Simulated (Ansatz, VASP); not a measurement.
# One calculation of TiAl, two programs

Contents of INCAR:

```
ALGO = Fast
EDIFF = 1E-7
ENCUT = 520
GGA = PS
ISIF = 2
ISMEAR = 0
LASPH = True
LCHARG = True
LELF = True
LREAL = False
LVHAR = True
LWAVE = False
NBANDS = 14
NELM = 80
PREC = Accurate
SIGMA = 0.15
```

The input KPOINTS:

```
k-points
0
Gamma
  20 20 20
```

File POSCAR:

```
TiAl
1.0
    3.1564740774      0.0197279630      0.0000000000
    0.0197279630      3.1564740774      0.0000000000
    0.0000000000      0.0000000000      3.1564740774
Ti Al
1 1
Direct
    0.0000000000      0.0000000000      0.0000000000
    0.5000000000      0.5000000000      0.5000000000
```

Input for Ansatz:

```yaml
crystal:
  lattice:
    - [3.1564740774, 0.019727963, 0.0]
    - [0.019727963, 3.1564740774, 0.0]
    - [0.0, 0.0, 3.1564740774]
  atoms:
    - { symbol: Ti, position: [0.0, 0.0, 0.0] }
    - { symbol: Al, position: [0.5, 0.5, 0.5] }
basis:
  ecutwfc: 420
kpoints:
  mp_grid: { grid: [20, 20, 20] }
hamiltonian:
  xc: pbesol
scf:
  occupations: { method: gaussian, width: 0.15 }
output:
  forces: true
  stress: true
  eigenvalues: true
  write_density: true
  write_potential: true
  elf: true
  volumetric_format: npy
```

Change from the starting cell: strain +0.0125 x Voigt [0, 0, 0, 0, 0, 1], atoms carried along.

Alike in both runs: task single point; functional PBEsol; k mesh 20 × 20 × 20; occupations gaussian, width 0.15 eV; no spin polarisation.

```csv
,VASP,Ansatz
version,VASP 6.6.1,Ansatz 0.2.0
potentials or method,"VASP PAW PBE potentials, release 64 (Ti_sv, Al), cutoff 520 eV","scalar-relativistic, plane waves, PAW"
valence electrons in the cell,15,15
```

```csv
,VASP,Ansatz,Ansatz less VASP
gap on the k mesh at the Fermi level (eV),none,none,-
pressure (GPa),0.1,0.0,-0.06
"traceless stress, the component that is largest in VASP (GPa)",-0.93,-0.92,+0.003
```

VASP's potentials were made for PBE, not for PBEsol. A gap of «none» marks a metal or a gap that the smearing closes.
